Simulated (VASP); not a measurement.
# Ti in VASP: a series of runs

The runs below take Ti through electric field gradients, with PBE.

Program: VASP 6.6.1. These are calculated values, not measurements. Logs are shortened: lines on timing, memory, paths and dates and some standing lists are left out, and cuts for length are marked.

### Step 1. The cell of the first run

It takes space group P6_3/mmc (No. 194, hexagonal). The conventional cell has a = 2.979 Å, b = 2.979 Å, c = 4.686 Å, α = 90.00°, β = 90.00°, γ = 120.00°. Within 3.8 Å of Ti (site symmetry -6m2) lie 12 Ti at 2.91 to 2.98 Å.

### Step 2. Electric field gradients, PBE (equal xx and yy strain of +1 %)

File INCAR:

```
  PREC = Accurate
  ENCUT = 520
  EDIFF = 1E-8
  ISMEAR = -1
  SIGMA = 0.08
  LREAL = F
  LASPH = T
  NELM = 100
  ALGO = Normal
  ISIF = 2
  LWAVE = F
  LCHARG = F
  GGA = PE
  LEFG = T
  NBANDS = 19
```

File KPOINTS:

```
regular mesh
0
Gamma
  13 13 7
```

File POSCAR:

```
Ti
1.0
    2.9794978390      0.0000000000      0.0000000000
   -1.4897489195      2.5803208191      0.0000000000
    0.0000000000      0.0000000000      4.6860000000
Ti
2
Direct
    0.3333333333      0.6666666667      0.2500000000
    0.6666666667      0.3333333333      0.7500000000
```

Potentials or basis: VASP PAW PBE potentials, release 64 (Ti_sv).

Run with:

```bash
$ cat potpaw_PBE.64/Ti_sv/POTCAR > POTCAR
$ mpirun -np 1 vasp_std > vasp.out
```

OUTCAR:

```text
PREC = Accurate
   ENCUT = 520
   EDIFF = 1E-8
   ISMEAR = -1
   LREAL = F
   LASPH = T
   NELM = 100
   ISIF = 2
   GGA = PE

 ion  position               nearest neighbor table
   1  0.333  0.667  0.250-   2 2.91   2 2.91   2 2.91   2 2.91   2 2.91   2 2.91
   2  0.667  0.333  0.750-   1 2.91   1 2.91   1 2.91   1 2.91   1 2.91   1 2.91

  LATTYP: Found a hexagonal cell.
 ALAT       =     2.9794978390
 C/A-ratio  =     1.5727482459

  Lattice vectors:

 A1 = (   2.9794978390,   0.0000000000,   0.0000000000)
 A2 = (  -1.4897489195,   2.5803208191,   0.0000000000)
 A3 = (   0.0000000000,   0.0000000000,   4.6860000000)

Analysis of symmetry for initial positions (statically):
=====================================================================
 Subroutine PRICEL returns:
 Original cell was already a primitive cell.

 Routine SETGRP: Setting up the symmetry group for a
 hexagonal supercell.

 Subroutine GETGRP returns: Found 24 space group operations
 (whereof 12 operations were pure point group operations)
 out of a pool of 24 trial point group operations.

The static configuration has the point symmetry D_3d.
 The point group associated with its full space group is D_6h.

Analysis of symmetry for dynamics (positions and initial velocities):
=====================================================================
 Subroutine PRICEL returns:
 Original cell was already a primitive cell.

 Routine SETGRP: Setting up the symmetry group for a
 hexagonal supercell.

 Subroutine GETGRP returns: Found 24 space group operations
 (whereof 12 operations were pure point group operations)
 out of a pool of 24 trial point group operations.

The dynamic configuration has the point symmetry D_3d.
 The point group associated with its full space group is D_6h.

 Subroutine INISYM returns: Found 24 space group operations
 (whereof 12 operations are pure point group operations),
 and found     1 'primitive' translations

----------------------------------------------------------------------------------------

                                     Primitive cell

  volume of cell :      36.0263

  direct lattice vectors                    reciprocal lattice vectors
     2.979497839  0.000000000  0.000000000     0.335627026  0.193774354  0.000000000
    -1.489748919  2.580320819  0.000000000     0.000000000  0.387548708  0.000000000
     0.000000000  0.000000000  4.686000000     0.000000000  0.000000000  0.213401622

  length of vectors
     2.979497839  2.979497839  4.686000000     0.387548708  0.387548708  0.213401622

  position of ions in fractional coordinates (direct lattice)
     0.333333333  0.666666667  0.250000000
     0.666666667  0.333333333  0.750000000

  ion indices of the primitive-cell ions
   primitive index   ion index
                 1           1
                 2           2

----------------------------------------------------------------------------------------

 KPOINTS: regular mesh

Automatic generation of k-mesh.
 Grid dimensions read from file:
 generate k-points for:   13   13    7

 Generating k-lattice:

  Cartesian coordinates                     Fractional coordinates (reciprocal lattice)
     0.025817464  0.014905720  0.000000000     0.076923077  0.000000000  0.000000000
     0.000000000  0.029811439  0.000000000     0.000000000  0.076923077  0.000000000
     0.000000000  0.000000000  0.030485946     0.000000000  0.000000000  0.142857143

  Length of vectors
     0.029811439  0.029811439  0.030485946

  Shift w.r.t. Gamma in fractional coordinates (k-lattice)
     0.000000000  0.000000000  0.000000000

 Subroutine IBZKPT returns following result:
 ===========================================

 Found     84 irreducible k-points:

 Following reciprocal coordinates:
            Coordinates               Weight
  0.000000  0.000000  0.000000      1.000000
  0.076923  0.000000  0.000000      6.000000
  0.153846  0.000000  0.000000      6.000000
  0.230769  0.000000  0.000000      6.000000
  0.307692  0.000000  0.000000      6.000000
  0.384615  0.000000  0.000000      6.000000
[... 16 lines left out ...]
  0.076923  0.000000  0.142857     12.000000
  0.153846  0.000000  0.142857     12.000000
 [... further k-points ...]
   k-points           NKPTS =     84   k-points in BZ     NKDIM =     84   number of bands    NBANDS=     19
   number of dos      NEDOS =    301   number of ions     NIONS =      2
   total plane-waves  NPLWV =  20736
   dimension x,y,z NGX =    24 NGY =   24 NGZ =   36
   dimension x,y,z NGXF=    48 NGYF=   48 NGZF=   72
   ions per type =               2
   NGX,Y,Z   is equivalent  to a cutoff of  13.39, 13.39, 12.77 a.u.
   NGXF,Y,Z  is equivalent  to a cutoff of  26.78, 26.78, 25.54 a.u.
 SYSTEM =  unknown system
   PREC   = accura    normal or accurate (medium, high low for compatibility)
   ISTART =      0    job   : 0-new  1-cont  2-samecut
   ICHARG =      2    charge: 1-file 2-atom 10-const
   ISPIN  =      1    spin polarized calculation?
   LNONCOLLINEAR =      F non collinear calculations
   LSORBIT =      F    spin-orbit coupling
   LASPH  =      T    aspherical Exc in radial PAW
   ENCUT  =  520.0 eV  38.22 Ry    6.18 a.u.   5.54  5.54  8.71*2*pi/ulx,y,z
   NELM   =    100;   NELMIN=  2; NELMDL= -5     # of ELM steps
   EDIFF  = 0.1E-07   stopping-criterion for ELM
   LREAL  =      F    real-space projection
   EDIFFG = 0.1E-06   stopping-criterion for IOM
   NSW    =      0    number of steps for IOM
   IBRION =     -1    ionic relax: 0-MD 1-quasi-New 2-CG
   NFREE  =      0    steps in history (QN), initial steepest desc. (CG)
   ISIF   =      2    stress and relaxation
   ISYM   =      2    0-nonsym 1-usesym 2-fastsym
   POTIM  = 0.5000    time-step for ionic-motion
   TEBEG  =    0.0;   TEEND  =   0.0 temperature during run
   PSTRESS=    0.0 pullay stress
   NELECT =      24.0000    total number of electrons
   NUPDOWN=      -1.0000    fix difference up-down
   EMIN   =  10.00;   EMAX   =-10.00  energy-range for DOS
   EFERMI =   0.00;   METHOD = LEGACY
   ISMEAR =    -1;   SIGMA  =   0.08  broadening in eV -4-tet -1-fermi 0-gaus
   EFERMI_NEDOS =   21; number of points for ismear=-14 and -15
   IALGO  =     38    algorithm
   IMIX   =      4    mixing-type and parameters
     AMIX     =   0.40;   BMIX     =  1.00
     AMIX_MAG =   1.60;   BMIX_MAG =  1.00
  volume/ion in A,a.u.               =      18.01       121.56
  Fermi-wavevector in a.u.,A,eV,Ry     =   1.429790  2.701911 27.814378  2.044299
  Thomas-Fermi vector in A             =   2.549705
   LORBIT       =      0    0 simple, 1 ext, 2 COOP (PROOUT), +10 PAW based schemes
   GGA     = PE    functional components
   LHFCALC =     F    Hartree Fock is set to
   AEXX    =    0.0000 exact exchange contribution
   IVDW    =     0    specifies the selected vdW correction
   LEPSILON=     F    determine dielectric tensor
   LRPA    =     F    only Hartree local field effects (RPA)
 non-spin polarized calculation
  energy-cutoff  :      520.00
  volume of cell :       36.03
 maximum number of plane-waves:      1008
 NGX is ok and might be reduce to    24
   NGX = 11   NGY = 11   NGZ = 17

 number of electron      24.0000007 magnetization

 Free energy of the ion-electron system (eV)
  ---------------------------------------------------
  ext. energy  EPLUGINS =         0.00000000
  ---------------------------------------------------
  free energy    TOTEN  =       -15.67854289 eV

  energy without entropy =      -15.62895218  energy(sigma->0) =      -15.65374754

 E-fermi :   7.9472     XC(G=0): -11.3264

 val. band max:        7.9468040027   @ k =   0.2308   0.2308   0.4286
 cond. band min:       7.9718995843   @ k =   0.0769   0.0769   0.0000
 fundamental gap:      0.0250955817
 Fermi energy:         7.9471535267

 k-point     1 :       0.0000    0.0000    0.0000
  band No.  band energies     occupation
      1     -48.9650      2.00000
      2     -48.8441      2.00000
      3     -25.5158      2.00000
      4     -24.9449      2.00000
      5     -24.9449      2.00000
      6     -24.8780      2.00000
[... 11 lines left out ...]
     18       9.4842      0.00000
     19      10.9691      0.00000

 k-point     2 :       0.0769    0.0000    0.0000
  band No.  band energies     occupation
      1     -48.9601      2.00000
      2     -48.8423      2.00000
      3     -25.5043      2.00000
      4     -24.9678      2.00000
      5     -24.9527      2.00000
      6     -24.8831      2.00000
[... 476 lines left out ...]
 k-point    24 :       0.1538    0.0000    0.1429
  band No.  band energies     occupation
      1     -48.9408      2.00000
      2     -48.8429      2.00000
      3     -25.4470      2.00000
      4     -25.0246      2.00000
      5     -24.9752      2.00000
      6     -24.9683      2.00000
[... 11 lines left out ...]
     18       9.6779      0.00000
     19      11.1005      0.00000

 [... further k-points ...]
[... 5 lines left out ...]
  --------------------------------------------------------------------------------------
  -------------------------------------------------------------------------------------
  Total       -0.9017043     -0.9017043     -0.7645008      0.0000000     -0.0000000      0.0000000
  in kB      -40.1010400    -40.1010400    -33.9992583      0.0000000     -0.0000000      0.0000000
  external PRESSURE =     -38.0671128 kB  Pullay stress =       0.0000000 kB

 VOLUME and BASIS-vectors are now :
 -----------------------------------------------------------------------------
  energy-cutoff  :      520.00
  volume of cell :       36.03
      direct lattice vectors                 reciprocal lattice vectors
     2.979497839  0.000000000  0.000000000     0.335627026  0.193774354  0.000000000
    -1.489748919  2.580320819  0.000000000     0.000000000  0.387548708  0.000000000
     0.000000000  0.000000000  4.686000000     0.000000000  0.000000000  0.213401622

 POSITION                                       TOTAL-FORCE (eV/Angst)
 -----------------------------------------------------------------------------------
     -0.00000      1.72021      1.17150        -0.000000      0.000000      0.000000
      1.48975      0.86011      3.51450         0.000000     -0.000000      0.000000
 -----------------------------------------------------------------------------------
    total drift:                               -0.000000      0.000000     -0.000000

  FREE ENERGIE OF THE ION-ELECTRON SYSTEM (eV)
  ---------------------------------------------------
  free  energy   TOTEN  =       -15.6785428909 eV

  energy  without entropy=      -15.6289521849  energy(sigma->0) =      -15.65374754

 Electric field gradients (V/A^2)
---------------------------------------------------------------------
 ion       V_xx      V_yy      V_zz      V_xy      V_xz      V_yz
---------------------------------------------------------------------
   1      -8.687    -8.687    17.374    -0.001     0.000    -0.000
   2      -8.687    -8.687    17.374    -0.001    -0.000     0.000
---------------------------------------------------------------------

 Electric field gradients after diagonalization (V/A^2)
 (convention: |V_zz| > |V_xx| > |V_yy|)
----------------------------------------------------------------------
 ion       V_xx      V_yy      V_zz     asymmetry (V_yy - V_xx)/ V_zz
----------------------------------------------------------------------
   1      -8.688    -8.686    17.374       0.000
   2      -8.688    -8.686    17.374       0.000
----------------------------------------------------------------------

           NMR quadrupolar parameters

 Cq : quadrupolar parameter    Cq=e*Q*V_zz/h
 eta: asymmetry parameters     (V_yy - V_xx)/ V_zz
 Q  : nuclear electric quadrupole moment in mb (millibarn)
----------------------------------------------------------------------
 ion       Cq(MHz)       eta       Q (mb)
----------------------------------------------------------------------
   1       0.042       0.000       1.000
   2       0.042       0.000       1.000
----------------------------------------------------------------------
```

Wall time 84 s (1 thread of Intel Xeon Platinum 8259CL at 2.50GHz (Skylake/Cascade Lake), shared host); peak memory 0.18 GiB.

Results:

| Item | Value |
| --- | --- |
| Free energy | -15.6785 eV |
| Pressure | -3.8 GPa |
| Band gap on the k mesh | zero (band 12 reaches 8.70 eV, above the bottom of band 13 at 7.64 eV) |

Levels at points of the mesh, in eV from the Fermi level:
```
           k point  band 8  band 9  band 10  band 11  band 12  band 13  band 14  band 15  band 16  band 17
(0.00, 0.00, 0.00)  -32.80   -6.11    -2.59     0.75     0.75     0.75     0.91     1.24     1.24     1.54
```

Electric field gradients, principal values (V/Å²):
```
atom   least  middle  greatest (by size)
1 Ti  -8.686  -8.688              17.374
2 Ti  -8.686  -8.688              17.374
```

Caveat: the cell differs from its parent crystal (equal xx and yy strain of +1 %); without QUAD_EFG the Cq values of the log hold for a quadrupole moment of 1 mb, not for the nuclei.

### Step 3. Electric field gradients, PBE (equal xx and yy strain of +3 %)

File INCAR:

```
PREC = Accurate
ENCUT = 520
EDIFF = 1E-8
ISMEAR = -1
SIGMA = 0.08
LREAL = False
LASPH = True
NELM = 100
ALGO = Normal
ISIF = 2
LWAVE = False
LCHARG = False
GGA = PE
LEFG = True
NBANDS = 19
```

KPOINTS is that of step 2.

File POSCAR:

```
Ti
1.0
    3.0384977962      0.0000000000      0.0000000000
   -1.5192488981      2.6314162808      0.0000000000
    0.0000000000      0.0000000000      4.6860000000
Ti
2
Direct
    0.3333333333      0.6666666667      0.2500000000
    0.6666666667      0.3333333333      0.7500000000
```

Potentials or basis: VASP PAW PBE potentials, release 64 (Ti_sv).

Run with:

```bash
$ cat potpaw_PBE.64/Ti_sv/POTCAR > POTCAR
$ mpirun -np 1 vasp_std > vasp.out
```

OUTCAR:

```text
PREC = Accurate
   ENCUT = 520
   EDIFF = 1E-8
   ISMEAR = -1
   LREAL = False
   LASPH = True
   NELM = 100
   ISIF = 2
   GGA = PE

 ion  position               nearest neighbor table
   1  0.333  0.667  0.250-
   2  0.667  0.333  0.750-

  LATTYP: Found a hexagonal cell.
 ALAT       =     3.0384977962
 C/A-ratio  =     1.5422094450

  Lattice vectors:

 A1 = (   3.0384977962,   0.0000000000,   0.0000000000)
 A2 = (  -1.5192488981,   2.6314162808,   0.0000000000)
 A3 = (   0.0000000000,   0.0000000000,   4.6860000000)
[... 739 lines left out ...]

  FREE ENERGIE OF THE ION-ELECTRON SYSTEM (eV)
  ---------------------------------------------------
  free  energy   TOTEN  =       -15.6241513259 eV

  energy  without entropy=      -15.5724038295  energy(sigma->0) =      -15.59827758

 Electric field gradients (V/A^2)
---------------------------------------------------------------------
 ion       V_xx      V_yy      V_zz      V_xy      V_xz      V_yz
---------------------------------------------------------------------
   1      -9.216    -9.217    18.433    -0.001     0.000    -0.000
   2      -9.216    -9.217    18.433    -0.001    -0.000     0.000
---------------------------------------------------------------------

 Electric field gradients after diagonalization (V/A^2)
 (convention: |V_zz| > |V_xx| > |V_yy|)
----------------------------------------------------------------------
 ion       V_xx      V_yy      V_zz     asymmetry (V_yy - V_xx)/ V_zz
----------------------------------------------------------------------
   1      -9.218    -9.215    18.433       0.000
   2      -9.218    -9.215    18.433       0.000
----------------------------------------------------------------------

           NMR quadrupolar parameters

 Cq : quadrupolar parameter    Cq=e*Q*V_zz/h
 eta: asymmetry parameters     (V_yy - V_xx)/ V_zz
 Q  : nuclear electric quadrupole moment in mb (millibarn)
----------------------------------------------------------------------
 ion       Cq(MHz)       eta       Q (mb)
----------------------------------------------------------------------
   1       0.045       0.000       1.000
   2       0.045       0.000       1.000
----------------------------------------------------------------------
```

OSZICAR:

```text
N       E                     dE             d eps       ncg     rms          rms(c)
DAV:   1     0.266858525616E+03    0.26686E+03   -0.13103E+04  3192   0.155E+03
DAV:   2     0.128495213722E+02   -0.25401E+03   -0.25008E+03  3276   0.443E+02
DAV:   3    -0.165075006942E+02   -0.29357E+02   -0.28982E+02  5970   0.124E+02
DAV:   4    -0.178762404393E+02   -0.13687E+01   -0.13671E+01  3781   0.274E+01
DAV:   5    -0.179454516919E+02   -0.69211E-01   -0.69202E-01  4728   0.438E+00    0.112E+01
DAV:   6    -0.156240725559E+02    0.23214E+01   -0.90128E+00  3736   0.289E+01    0.263E+00
DAV:   7    -0.156118049033E+02    0.12268E-01   -0.64284E-01  4754   0.557E+00    0.199E+00
DAV:   8    -0.156312642721E+02   -0.19459E-01   -0.18368E-01  3577   0.495E+00    0.643E-01
DAV:   9    -0.156238119248E+02    0.74523E-02   -0.42773E-02  3708   0.203E+00    0.631E-02
DAV:  10    -0.156241052628E+02   -0.29334E-03   -0.24381E-03  4638   0.295E-01    0.754E-02
DAV:  11    -0.156241588478E+02   -0.53585E-04   -0.13444E-04  3801   0.737E-02    0.336E-02
DAV:  12    -0.156241501261E+02    0.87217E-05   -0.27072E-05  3937   0.423E-02    0.806E-03
DAV:  13    -0.156241506265E+02   -0.50041E-06   -0.19793E-06  3668   0.130E-02    0.127E-03
DAV:  14    -0.156241510325E+02   -0.40599E-06   -0.15728E-07  3975   0.238E-03    0.756E-04
DAV:  15    -0.156241513764E+02   -0.34395E-06   -0.46152E-08  3315   0.166E-03    0.343E-04
DAV:  16    -0.156241513342E+02    0.42236E-07   -0.76884E-09  2205   0.636E-04    0.149E-04
DAV:  17    -0.156241513259E+02    0.83064E-08   -0.68977E-10  1740   0.236E-04
   1 F= -.15624151E+02 E0= -.15598278E+02  d E =-.517475E-01
```

stdout:

```text
POSCAR found type information on POSCAR Ti
 POSCAR found :  1 types and       2 ions
 scaLAPACK will be used
 LDA part: xc-table for (Slater+PW92), standard interpolation
 POSCAR, INCAR and KPOINTS ok, starting setup
 FFT: planning ... GRIDC
 FFT: planning ... GRID_SOFT
 FFT: planning ... GRID
 WAVECAR not read
 entering main loop
ion   1

ion   2
```

Wall time 1.7 min (1 thread of Intel Xeon Platinum 8259CL at 2.50GHz (Skylake/Cascade Lake), shared host); peak memory 0.18 GiB.

Results:

```yaml
Free_energy: -15.6242 eV
Pressure: -7.3 GPa
Band_gap_on_the_k_mesh: zero (band 12 reaches 8.26 eV, above the bottom of band 13 at 7.26 eV)
```

Stress tensor (GPa, compression positive):
```
-8.07  0.00  0.00
 0.00 -8.07  0.00
 0.00  0.00 -5.72
```

Electric field gradients, principal values (V/Å²):
```tsv
atom	least	middle	greatest (by size)
1 Ti	-9.215	-9.218	18.433
2 Ti	-9.215	-9.218	18.433
```

Caveat: the cell differs from its parent crystal (equal xx and yy strain of +3 %); without QUAD_EFG the Cq values of the log hold for a quadrupole moment of 1 mb, not for the nuclei.

[end of part 1 of 2]
